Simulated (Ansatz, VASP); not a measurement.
# Two plane-wave programs on TiB2

```
Ti B
1.0
     3.02920    0.00000    0.00000
    -1.51460    2.62336    0.00000
     0.00000    0.00000    3.22840
Ti B
1 2
Direct
  0.00000 0.00000 0.00000
  0.33333 0.66667 0.50000
  0.66667 0.33333 0.50000
```

Alike in both runs: task single point; functional PBE; k mesh 5 × 5 × 4; occupations fermi-dirac, width 0.1 eV; no spin polarisation.

```csv
,VASP,Ansatz
version,VASP 6.6.1,Ansatz 0.2.0
potentials or method,"VASP PAW PBE potentials, release 64 (Ti_sv, B), cutoff 520 eV","plane waves, PAW"
valence electrons in the cell,18,18
```

```tsv
	VASP	Ansatz	Ansatz less VASP
pressure (GPa)	0.7	0.4	-0.24
traceless stress, the component that is largest in VASP (GPa)	-1.63	-1.65	-0.017
```

The functional is the same, so the differences come from potentials, cutoffs and numerics.

The k mesh is coarse, so the values compare programs but aren't converged.
